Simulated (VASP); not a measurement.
Wanted: the native input for a VASP 6.6.1 run.

```
Task                   : single point
Functional             : r2SCAN
Potentials or basis    : VASP PAW PBE potentials, release 64 (Mg, O)
Cutoff                 : 520 eV
k mesh                 : 6 × 6 × 4
Occupations            : gaussian, width 0.01 eV
Spin                   : no spin polarisation
Dipole correction      : no
Further INCAR settings : ALGO = Normal; EDIFF = 1e-07; NBANDS = 16
```

MgO:

```
CELL_PARAMETERS angstrom
3.30779 0.00000 0.00000
-1.65389 2.86463 0.00000
0.00000 0.00000 4.98288
ATOMIC_POSITIONS crystal
Mg 0.33333 0.66667 0.00216
Mg 0.66667 0.33333 0.50216
O 0.33333 0.66667 0.40244
O 0.66667 0.33333 0.90244
```

One way to write it, as run:

POSCAR

```
MgO
1.0
    3.3077869900      0.0000000000      0.0000000000
   -1.6538934900      2.8646275600      0.0000000000
    0.0000000000      0.0000000000      4.9828816700
Mg O
2 2
Direct
    0.3333333333      0.6666666667      0.0021597400
    0.6666666667      0.3333333333      0.5021597400
    0.3333333333      0.6666666667      0.4024402600
    0.6666666667      0.3333333333      0.9024402600
```

INCAR.step1

```
SYSTEM = MgO
PREC = Accurate
ENCUT = 520
ISMEAR = 0
SIGMA = 0.01
LREAL = .FALSE.
LASPH = .TRUE.
NELM = 80
NBANDS = 16
GGA = PE
ALGO = Normal
EDIFF = 1E-4
LWAVE = .TRUE.
LCHARG = .FALSE.
```

INCAR.step2

```
SYSTEM = MgO
PREC = Accurate
ENCUT = 520
EDIFF = 1E-7
ISMEAR = 0
SIGMA = 0.01
LREAL = .FALSE.
LASPH = .TRUE.
NELM = 80
ALGO = Normal
ISIF = 2
LWAVE = .FALSE.
LCHARG = .FALSE.
METAGGA = R2SCAN
LMIXTAU = .TRUE.
NBANDS = 16
ISTART = 1
```

KPOINTS

```
Automatic mesh
0
G
  6 6 4
  0 0 0
```

Potentials or basis: VASP PAW PBE potentials, release 64 (Mg, O).

Launch:

```console
$ cat potpaw_PBE.64/Mg/POTCAR potpaw_PBE.64/O/POTCAR > POTCAR
$ cp INCAR.step1 INCAR
$ mpirun -np 1 vasp_std > vasp.out
$ cp INCAR.step2 INCAR
$ mpirun -np 1 vasp_std > vasp.out
```

Results of the run:

```yaml
Pressure: -1.1 GPa
Largest_force: 0.028 eV/Å
Band_gap_on_the_k_mesh: 4.13 eV, direct
```

Caveat: the PAW data sets were made with another functional, which shifts forces and pressure a little.

It took 40 s on 1 thread of Intel(R) Xeon(R) 6975P-C (Granite Rapids), with other jobs on the host, peak memory 0.18 GiB.
